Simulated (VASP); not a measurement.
The system is CdO (Monteponite).

```
Cd O
1.0
     0.00000    2.35300    2.35300
     2.35300    0.00000    2.35300
     2.35300    2.35300    0.00000
Cd O
1 1
Direct
  0.00000 0.00000 0.00000
  0.50000 0.50000 0.50000
```

Base run:

| Item | Value |
| --- | --- |
| Program | VASP 6.6.1 |
| Functional | r2SCAN |
| Potentials or basis | VASP PAW PBE potentials, release 64 (Cd, O) |
| Cutoff | 660 eV |
| k mesh | 6 × 6 × 6 |
| Occupations | methfessel-paxton, width 0.001 eV |
| Spin | no spin polarisation |

Its results: band gap on the k mesh 0.06 eV, indirect (least direct gap 1.40 eV); pressure 1.5 GPa.

**Question.** The run is repeated on the same cell with these changes: occupations from methfessel-paxton, width 0.001 eV to fermi-dirac, width 0.02 eV; dispersion from none to D4. What comes out?

**Answer.** Band gap on the k mesh 0.07 eV, indirect (least direct gap 1.40 eV); pressure 0.2 GPa.

Caveats: the PAW data sets were made with another functional, which shifts forces and pressure a little.

A k mesh can miss the band edges.
